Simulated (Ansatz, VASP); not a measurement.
# Rb in VASP and in Ansatz

```
Rb
1.0
     0.00000    3.63988    3.63988
     3.63988    0.00000    3.63988
     3.63988    3.63988    0.00000
Rb
1
Direct
  0.00000 0.00000 0.00000
```

Alike in both runs: task single point; functional PBE; k mesh 6 × 6 × 6; no spin polarisation.

|  | VASP | Ansatz |
| --- | --- | --- |
| version | VASP 6.6.1 | Ansatz 0.2.0 |
| potentials or method | VASP PAW PBE potentials, release 64 (Rb_sv), cutoff 520 eV | scalar-relativistic, plane waves, PAW |
| occupations | fermi-dirac, width 0.00861733 eV | fermi-dirac |
| valence electrons in the cell | 9 | 9 |

```csv
,VASP,Ansatz,Ansatz less VASP
gap on the k mesh at the Fermi level (eV),none,none,-
pressure (GPa),-0.1,-0.1,0.00
```

A gap of «none» marks a metal or a gap that the smearing closes.
